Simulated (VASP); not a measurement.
InAs, 4 atoms in the cell. The structure is cubic, space group Fd-3m (No. 227). The conventional cell has a = 7.175 Å, b = 7.175 Å, c = 7.175 Å, α = 90.00°, β = 90.00°, γ = 90.00°. Within 4.1 Å of In (site symmetry -43m) lie 4 In at 3.11 Å and 10 As at 3.11 to 3.59 Å. As (site symmetry -43m) has 10 In at 3.11 to 3.59 Å and 4 As at 3.11 Å within 4.1 Å. 

| Property | Result |
| --- | --- |
| Program | VASP 6.6.1 |
| Task | single point |
| Functional | PBE |
| Potentials or basis | VASP PAW PBE potentials, release 64 (In_d, As) |
| Cutoff | 520 eV |
| k mesh | 12 × 12 × 12 |
| Occupations | gaussian, width 0.1 eV |
| Spin | no spin polarisation |
| Dipole correction | no |
| Further INCAR settings | ALGO = Normal; EDIFF = 1e-07; NBANDS = 26 |

Potentials or basis: VASP PAW PBE potentials, release 64 (In_d, As).

Run with:

```bash
$ cat potpaw_PBE.64/In_d/POTCAR potpaw_PBE.64/As/POTCAR > POTCAR
$ mpirun -np 1 vasp_std > vasp.out
```

Hardware: 1 thread of Intel(R) Xeon(R) 6975P-C (Granite Rapids), with other jobs on the host.

Task: Estimate the wall time of this run.

Result: Wall time 83 s on 1 thread of Intel(R) Xeon(R) 6975P-C (Granite Rapids), on a shared host, peak memory 0.33 GiB. Counts: scf iterations 14, k points 72.
